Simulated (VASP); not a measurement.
Input of a VASP 6.6.1 run:

File POSCAR:

```
CdS
1.0
    0.0000000000      2.6129729345      2.6129729345
    2.6129729345      0.0000000000      2.6129729345
    2.6129729345      2.6129729345      0.0000000000
Cd S
1 1
Direct
    0.0000000000      0.0000000000      0.0000000000
    0.5000000000      0.5000000000      0.5000000000
```

File INCAR.step1:

```
PREC = Accurate
ENCUT = 550
ISMEAR = -1
SIGMA = 0.05
LREAL = F
LASPH = T
NELM = 120
NBANDS = 16
GGA = PE
ALGO = Normal
EDIFF = 1E-5
LWAVE = T
LCHARG = F
GGA_COMPAT = F
```

Contents of INCAR.step2:

```
PREC = Accurate
ENCUT = 550
EDIFF = 1E-6
ISMEAR = -1
SIGMA = 0.05
LREAL = F
LASPH = T
NELM = 120
ALGO = Normal
ISIF = 2
LWAVE = F
LCHARG = F
METAGGA = R2SCAN
LMIXTAU = T
NBANDS = 16
ISTART = 1
GGA_COMPAT = F
```

File KPOINTS:

```
Automatic mesh
0
Gamma
  14 14 14
```

Potentials or basis: VASP PAW PBE potentials, release 64 (Cd, S).

Command:

```bash
$ cat potpaw_PBE.64/Cd/POTCAR potpaw_PBE.64/S/POTCAR > POTCAR
$ cp INCAR.step1 INCAR
$ mpirun -np 1 vasp_std > vasp.out
$ cp INCAR.step2 INCAR
$ mpirun -np 1 vasp_std > vasp.out
```

Task: Estimate the pressure.

Result: 15.0 GPa.

Task: Estimate the band gap on the k mesh.

Result: 0.69 eV (least direct gap 3.37 eV).

Caveat: the cell stands under pressure; the PAW data sets were made with another functional, which shifts forces and pressure a little. A k mesh can miss the band edges.
